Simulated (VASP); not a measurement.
# GdO (F-43m) in VASP: notebook

The runs below take GdO through single point, with PBE.

All numbers are computed with VASP 6.6.1; they aren't measurements. Logs are shortened: lines on timing, memory, paths and dates and some standing lists are left out, and cuts for length are marked.

### Step 1. The cell of the first run

The structure is cubic, space group F-43m (No. 216). Conventional cell: a = 5.436 Å, b = 5.436 Å, c = 5.436 Å, α = 90.00°, β = 90.00°, γ = 90.00°. Within 3.1 Å of Gd (site symmetry -43m) lie 4 O at 2.35 Å. O (site symmetry -43m) has 4 Gd at 2.35 Å within 3.1 Å.

### Step 2. Single point, PBE, collinear spin, ferromagnetic start (20.08 Å³/atom)

INCAR reads:

```
SYSTEM = GdO
PREC     = Accurate       ! precision mode
ENCUT    = 520            ! plane-wave cutoff, eV
EDIFF    = 1E-7           ! SCF threshold, eV
ISMEAR   = -1             ! smearing method
SIGMA    = 0.08           ! smearing width, eV
LREAL    = .FALSE.        ! projectors in reciprocal space
LASPH    = .TRUE.         ! aspherical terms in the spheres
NELM     = 150            ! most SCF steps
ALGO     = Normal         ! electronic algorithm
ISIF     = 2              ! what is computed and relaxed
LWAVE    = .FALSE.        ! write WAVECAR
LCHARG   = .FALSE.        ! write CHGCAR
ISPIN    = 2              ! spin polarisation
MAGMOM   = 7 0            ! initial moments
LORBIT   = 11             ! projections on sites
LMAXMIX  = 6              ! l up to which the mixer works
GGA      = PE             ! functional
NBANDS   = 23             ! bands
```

KPOINTS reads:

```
regular mesh
0
G
  12 12 12
  0 0 0
```

POSCAR reads:

```
GdO
1.0
    0.0000000000      2.7178813158      2.7178813158
    2.7178813158      0.0000000000      2.7178813158
    2.7178813158      2.7178813158      0.0000000000
Gd O
1 1
Direct
    0.0000000000      0.0000000000      0.0000000000
    0.7500000000      0.7500000000      0.7500000000
```

Potentials or basis: VASP PAW PBE potentials, release 64 (Gd, O).

On the command line:

```sh
$ cat potpaw_PBE.64/Gd/POTCAR potpaw_PBE.64/O/POTCAR > POTCAR
$ mpirun -np 1 vasp_std > vasp.out
```

OUTCAR:

```text
SYSTEM = GdO
   PREC = Accurate
   ENCUT = 520
   EDIFF = 1E-7
   ISMEAR = -1
   LREAL = .FALSE.
   LASPH = .TRUE.
   NELM = 150
   ISIF = 2
   ISPIN = 2
   LORBIT = 11
   GGA = PE

 ion  position               nearest neighbor table
   1  0.000  0.000  0.000-   2 2.35   2 2.35   2 2.35   2 2.35
   2  0.750  0.750  0.750-   1 2.35   1 2.35   1 2.35   1 2.35

  LATTYP: Found a face centered cubic cell.
 ALAT       =     5.4357626316

  Lattice vectors:

 A1 = (   0.0000000000,   2.7178813158,   2.7178813158)
 A2 = (   2.7178813158,   0.0000000000,   2.7178813158)
 A3 = (   2.7178813158,   2.7178813158,   0.0000000000)

Analysis of symmetry for initial positions (statically):
=====================================================================
 Subroutine PRICEL returns:
 Original cell was already a primitive cell.

 Routine SETGRP: Setting up the symmetry group for a
 face centered cubic supercell.

 Subroutine GETGRP returns: Found 24 space group operations
 (whereof 24 operations were pure point group operations)
 out of a pool of 48 trial point group operations.

The static configuration has the point symmetry T_d .

Analysis of symmetry for dynamics (positions and initial velocities):
=====================================================================
 Subroutine PRICEL returns:
 Original cell was already a primitive cell.

 Routine SETGRP: Setting up the symmetry group for a
 face centered cubic supercell.

 Subroutine GETGRP returns: Found 24 space group operations
 (whereof 24 operations were pure point group operations)
 out of a pool of 48 trial point group operations.

The dynamic configuration has the point symmetry T_d .

Analysis of structural, dynamic, and magnetic symmetry:
=====================================================================
 Subroutine PRICEL returns:
 Original cell was already a primitive cell.

 Routine SETGRP: Setting up the symmetry group for a
 face centered cubic supercell.

 Subroutine GETGRP returns: Found 24 space group operations
 (whereof 24 operations were pure point group operations)
 out of a pool of 48 trial point group operations.

The overall configuration has the point symmetry T_d .

 Subroutine INISYM returns: Found 24 space group operations
 (whereof 24 operations are pure point group operations),
 and found     1 'primitive' translations

----------------------------------------------------------------------------------------

                                     Primitive cell

  volume of cell :      40.1533

  direct lattice vectors                    reciprocal lattice vectors
     0.000000000  2.717881316  2.717881316    -0.183966826  0.183966826  0.183966826
     2.717881316  0.000000000  2.717881316     0.183966826 -0.183966826  0.183966826
     2.717881316  2.717881316  0.000000000     0.183966826  0.183966826 -0.183966826

  length of vectors
     3.843664618  3.843664618  3.843664618     0.318639890  0.318639890  0.318639890

  position of ions in fractional coordinates (direct lattice)
     0.000000000  0.000000000  0.000000000
     0.750000000  0.750000000  0.750000000

  ion indices of the primitive-cell ions
   primitive index   ion index
                 1           1
                 2           2

----------------------------------------------------------------------------------------

 KPOINTS: regular mesh

Automatic generation of k-mesh.
 Grid dimensions read from file:
 generate k-points for:   12   12   12

 Generating k-lattice:

  Cartesian coordinates                     Fractional coordinates (reciprocal lattice)
    -0.015330569  0.015330569  0.015330569     0.083333333  0.000000000  0.000000000
     0.015330569 -0.015330569  0.015330569     0.000000000  0.083333333  0.000000000
     0.015330569  0.015330569 -0.015330569     0.000000000  0.000000000  0.083333333

  Length of vectors
     0.026553324  0.026553324  0.026553324

  Shift w.r.t. Gamma in fractional coordinates (k-lattice)
     0.000000000  0.000000000  0.000000000

 Subroutine IBZKPT returns following result:
 ===========================================

 Found     72 irreducible k-points:

 Following reciprocal coordinates:
            Coordinates               Weight
  0.000000  0.000000  0.000000      1.000000
  0.083333  0.000000  0.000000      8.000000
  0.166667  0.000000  0.000000      8.000000
  0.250000  0.000000  0.000000      8.000000
  0.333333  0.000000  0.000000      8.000000
  0.416667  0.000000  0.000000      8.000000
[... 16 lines left out ...]
  0.500000  0.166667  0.000000     24.000000
 -0.416667  0.166667  0.000000     24.000000
 [... further k-points ...]
   k-points           NKPTS =     72   k-points in BZ     NKDIM =     72   number of bands    NBANDS=     23
   number of dos      NEDOS =    301   number of ions     NIONS =      2
   total plane-waves  NPLWV =  27000
   dimension x,y,z NGX =    30 NGY =   30 NGZ =   30
   dimension x,y,z NGXF=    60 NGYF=   60 NGZF=   60
   ions per type =               1   1
   NGX,Y,Z   is equivalent  to a cutoff of  12.98, 12.98, 12.98 a.u.
   NGXF,Y,Z  is equivalent  to a cutoff of  25.95, 25.95, 25.95 a.u.
 SYSTEM =  GdO
   PREC   = accura    normal or accurate (medium, high low for compatibility)
   ISTART =      0    job   : 0-new  1-cont  2-samecut
   ICHARG =      2    charge: 1-file 2-atom 10-const
   ISPIN  =      2    spin polarized calculation?
   LNONCOLLINEAR =      F non collinear calculations
   LSORBIT =      F    spin-orbit coupling
   LASPH  =      T    aspherical Exc in radial PAW
   ENCUT  =  520.0 eV  38.22 Ry    6.18 a.u.   7.15  7.15  7.15*2*pi/ulx,y,z
   NELM   =    150;   NELMIN=  2; NELMDL= -5     # of ELM steps
   EDIFF  = 0.1E-06   stopping-criterion for ELM
   LREAL  =      F    real-space projection
   EDIFFG = 0.1E-05   stopping-criterion for IOM
   NSW    =      0    number of steps for IOM
   IBRION =     -1    ionic relax: 0-MD 1-quasi-New 2-CG
   NFREE  =      0    steps in history (QN), initial steepest desc. (CG)
   ISIF   =      2    stress and relaxation
   ISYM   =      2    0-nonsym 1-usesym 2-fastsym
   POTIM  = 0.5000    time-step for ionic-motion
   TEBEG  =    0.0;   TEEND  =   0.0 temperature during run
   PSTRESS=    0.0 pullay stress
   NELECT =      24.0000    total number of electrons
   NUPDOWN=      -1.0000    fix difference up-down
   EMIN   =  10.00;   EMAX   =-10.00  energy-range for DOS
   EFERMI =   0.00;   METHOD = LEGACY
   ISMEAR =    -1;   SIGMA  =   0.08  broadening in eV -4-tet -1-fermi 0-gaus
   EFERMI_NEDOS =   21; number of points for ismear=-14 and -15
   IALGO  =     38    algorithm
   IMIX   =      4    mixing-type and parameters
     AMIX     =   0.40;   BMIX     =  1.00
     AMIX_MAG =   1.60;   BMIX_MAG =  1.00
  volume/ion in A,a.u.               =      20.08       135.48
  Fermi-wavevector in a.u.,A,eV,Ry     =   1.379023  2.605975 25.874250  1.901704
  Thomas-Fermi vector in A             =   2.504030
   LORBIT       =     11    0 simple, 1 ext, 2 COOP (PROOUT), +10 PAW based schemes
   GGA     = PE    functional components
   LHFCALC =     F    Hartree Fock is set to
   AEXX    =    0.0000 exact exchange contribution
   IVDW    =     0    specifies the selected vdW correction
   LEPSILON=     F    determine dielectric tensor
   LRPA    =     F    only Hartree local field effects (RPA)
 spin polarized calculation
  energy-cutoff  :      520.00
  volume of cell :       40.15
 maximum number of plane-waves:      1106
 NGX is ok and might be reduce to    30
   NGX = 15   NGY = 15   NGZ = 15

 number of electron      23.9999989 magnetization       7.5376202

 Free energy of the ion-electron system (eV)
  ---------------------------------------------------
  ext. energy  EPLUGINS =         0.00000000
  ---------------------------------------------------
  free energy    TOTEN  =       -22.06449420 eV

  energy without entropy =      -22.01623999  energy(sigma->0) =      -22.04036710

 E-fermi :   3.9609     XC(G=0):  -9.9868

 val. band max:        3.9551838876   @ k =   0.3333   0.0833   0.0000
 cond. band min:       3.9630402329   @ k =  -0.2500   0.2500   0.0000
 fundamental gap:      0.0078563453
 Fermi energy:         3.9608830620

 spin component 1

 k-point     1 :       0.0000    0.0000    0.0000
  band No.  band energies     occupation
      1     -41.5568      1.00000
      2     -18.8344      1.00000
      3     -18.8344      1.00000
      4     -18.8343      1.00000
      5     -15.3987      1.00000
      6      -1.8579      1.00000
[... 15 lines left out ...]
     22      15.0622      0.00000
     23      15.3723      0.00000
[... 575 lines left out ...]
      1     -41.5189      1.00000
      2     -19.6500      1.00000
      3     -19.0253      1.00000
      4     -18.9252      1.00000
      5     -14.5926      1.00000
      6      -1.7586      1.00000
[... 15 lines left out ...]
     22      11.4427      0.00000
     23      14.9692      0.00000

 [... further k-points ...]

 spin component 2

 k-point     1 :       0.0000    0.0000    0.0000
  band No.  band energies     occupation
      1     -38.3947      1.00000
      2     -16.5245      1.00000
      3     -16.5245      1.00000
      4     -16.5245      1.00000
      5     -15.3579      1.00000
      6      -1.4941      1.00000
[... 15 lines left out ...]
     22      16.2074      0.00000
     23      16.2075      0.00000
[... 575 lines left out ...]
      1     -38.3438      1.00000
      2     -17.9343      1.00000
      3     -16.7736      1.00000
      4     -16.6407      1.00000
      5     -14.0046      1.00000
      6      -1.2582      1.00000
[... 15 lines left out ...]
     22      12.7376      0.00000
     23      16.4038      0.00000

 [... further k-points ...]
[... 5 lines left out ...]
  --------------------------------------------------------------------------------------
  -------------------------------------------------------------------------------------
  Total       -0.5540552     -0.5540552     -0.5540552      0.0000000     -0.0000000      0.0000000
  in kB      -22.1076294    -22.1076294    -22.1076294      0.0000000     -0.0000000      0.0000000
  external PRESSURE =     -22.1076294 kB  Pullay stress =       0.0000000 kB

 VOLUME and BASIS-vectors are now :
 -----------------------------------------------------------------------------
  energy-cutoff  :      520.00
  volume of cell :       40.15
      direct lattice vectors                 reciprocal lattice vectors
     0.000000000  2.717881316  2.717881316    -0.183966826  0.183966826  0.183966826
     2.717881316  0.000000000  2.717881316     0.183966826 -0.183966826  0.183966826
     2.717881316  2.717881316  0.000000000     0.183966826  0.183966826 -0.183966826

 POSITION                                       TOTAL-FORCE (eV/Angst)
 -----------------------------------------------------------------------------------
      0.00000      0.00000      0.00000        -0.000000      0.000000      0.000000
      4.07682      4.07682      4.07682         0.000000     -0.000000     -0.000000
 -----------------------------------------------------------------------------------
    total drift:                                0.000000      0.000000      0.000000

  FREE ENERGIE OF THE ION-ELECTRON SYSTEM (eV)
  ---------------------------------------------------
  free  energy   TOTEN  =       -22.0644942006 eV

  energy  without entropy=      -22.0162399921  energy(sigma->0) =      -22.04036710

 total charge

# of ion       s       p       d       f       tot
--------------------------------------------------
    1        2.031   5.631   0.461   7.082  15.205
    2        1.568   3.419   0.000   0.000   4.987
--------------------------------------------------
tot          3.599   9.050   0.461   7.082  20.192

 magnetization (x)

# of ion       s       p       d       f       tot
--------------------------------------------------
    1        0.001  -0.057   0.172   6.736   6.852
    2        0.002  -0.019   0.000   0.000  -0.017
--------------------------------------------------
tot          0.003  -0.076   0.172   6.736   6.836
```

Run time: 2 min. Hardware: 1 thread of Intel Xeon 6975P-C (Granite Rapids), shared host; peak memory 0.27 GiB.

What came out:

* Free energy: -22.0645 eV
* Pressure: -2.2 GPa
* Net moment: 7.54 μB per cell
* Site moments: Gd +6.85; O -0.02 μB
* Valence electrons inside the program's atomic spheres: Gd 15.21; O 4.99

Levels at points of the mesh, in eV from the Fermi level:
Spin up:
```
           k point  band 13  band 14  band 15  band 16  band 17  band 18  band 19  band 20
(0.00, 0.00, 0.00)    -4.60    -4.60    -4.60    -2.19     2.57     2.57     4.45     4.45
(0.50, 0.00, 0.00)    -4.56    -4.48    -4.48     0.22     2.43     2.43     2.95     4.56
(0.50, 0.50, 0.00)    -4.57    -4.10    -4.10    -0.84     1.04     4.10     4.58     4.58
```
Spin down:
```
           k point  band 6  band 7  band 8  band 9  band 10  band 11
(0.00, 0.00, 0.00)   -5.45   -5.45   -5.45   -1.40     0.44     0.44
(0.50, 0.00, 0.00)   -5.08   -5.07   -5.07    0.16     0.34     0.49
(0.50, 0.50, 0.00)   -5.99   -4.42   -4.42    0.30     0.34     0.46
```

Caveat: spin-orbit coupling is left out, which moves the levels of the heavy elements; a cell with one magnetic atom can't hold antiferromagnetic order, which such compounds often take; semilocal functionals describe open f shells poorly, which spoils levels, moments and volumes. The state reached can hang on the start; a lower one may exist.

### Step 3. Single point, PBE, collinear spin, ferromagnetic start (20.86 Å³/atom)

This run uses another cell than the first one, of 20.86 Å³/atom.

INCAR reads:

```
SYSTEM = GdO
PREC = Accurate
ENCUT = 520
EDIFF = 1E-7
ISMEAR = -1
SIGMA = 0.08
LREAL = .FALSE.
LASPH = .TRUE.
NELM = 150
ALGO = Normal
ISIF = 2
LWAVE = .FALSE.
LCHARG = .FALSE.
ISPIN = 2
MAGMOM = 7 0
LORBIT = 11
LMAXMIX = 6
GGA = PE
NBANDS = 23
```

KPOINTS is that of step 2.

POSCAR reads:

```
GdO
1.0
    0.0000000000      2.7529546205      2.7529546205
    2.7529546205      0.0000000000      2.7529546205
    2.7529546205      2.7529546205      0.0000000000
Gd O
1 1
Direct
    0.0000000000      0.0000000000      0.0000000000
    0.7500000000      0.7500000000      0.7500000000
```

Potentials or basis: VASP PAW PBE potentials, release 64 (Gd, O).

On the command line:

```sh
$ cat potpaw_PBE.64/Gd/POTCAR potpaw_PBE.64/O/POTCAR > POTCAR
$ mpirun -np 1 vasp_std > vasp.out
```

Run time: 2.3 min. Hardware: 1 thread of Intel Xeon 6975P-C (Granite Rapids), shared host; peak memory 0.28 GiB.

Results (log left out):

- Free energy: -22.0288 eV
- Pressure: -5.2 GPa
- Net moment: 7.52 μB per cell
- Site moments: Gd +6.84; O -0.02 μB
- Valence electrons inside the program's atomic spheres: Gd 15.18; O 4.97

Levels at points of the mesh, in eV from the Fermi level:
Spin up:
```
           k point  band 12  band 13  band 14  band 15  band 16  band 17  band 18  band 19  band 20  band 21
(0.00, 0.00, 0.00)    -4.79    -4.59    -4.59    -4.59    -2.19     2.53     2.53     4.30     4.30     4.30
(0.50, 0.00, 0.00)    -4.78    -4.56    -4.45    -4.45     0.22     2.39     2.39     2.87     4.41     4.41
(0.50, 0.50, 0.00)    -4.81    -4.58    -4.05    -4.05    -0.79     1.05     3.97     4.43     4.43     6.73
```
Spin down:
| k point | band 4 | band 5 | band 6 | band 7 | band 8 | band 9 | band 10 | band 11 | band 12 | band 13 |
| --- | --- | --- | --- | --- | --- | --- | --- | --- | --- | --- |
| (0.00, 0.00, 0.00) | -20.53 | -19.13 | -5.24 | -5.24 | -5.24 | -1.38 | 0.42 | 0.42 | 0.42 | 0.60 |
| (0.50, 0.00, 0.00) | -20.61 | -18.09 | -4.96 | -4.89 | -4.89 | 0.16 | 0.32 | 0.47 | 0.47 | 0.50 |
| (0.50, 0.50, 0.00) | -20.74 | -17.79 | -5.77 | -4.29 | -4.29 | 0.29 | 0.34 | 0.44 | 0.45 | 0.45 |

Caveat: the cell stands under tension; spin-orbit coupling is left out, which moves the levels of the heavy elements; a cell with one magnetic atom can't hold antiferromagnetic order, which such compounds often take; semilocal functionals describe open f shells poorly, which spoils levels, moments and volumes. With open d or f shells a metallic result of PBE can be an artefact of self-interaction; +U or a hybrid may open a gap.
